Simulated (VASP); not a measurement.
Input of a VASP 6.6.1 run:

The input INCAR:

```
PREC = Accurate
ENCUT = 520
EDIFF = 1E-7
ISMEAR = -1
SIGMA = 0.1
LREAL = F
LASPH = T
NELM = 80
ALGO = Normal
ISIF = 2
LWAVE = F
LCHARG = T
LELF = T
LVHAR = T
NBANDS = 16
```

The input KPOINTS:

```
Automatic mesh
0
Gamma
  12 12 12
```

The input POSCAR:

```
PW
1.0
    0.0000000000      2.5201858557      2.5201858557
    2.5201858557      0.0000000000      2.5201858557
    2.5201858557      2.5201858557      0.0000000000
W P
1 1
Direct
    0.0000000000      0.0000000000      0.0000000000
    0.2500000000      0.2500000000      0.2500000000
```

Potentials or basis: VASP PAW LDA potentials, release 64 (W_sv, P).

The run is started by

```bash
$ cat potpaw_LDA.64/W_sv/POTCAR potpaw_LDA.64/P/POTCAR > POTCAR
$ mpirun -np 1 vasp_std > vasp.out
```

**Question.** Predict the pressure.

**Answer.** 40.0 GPa.
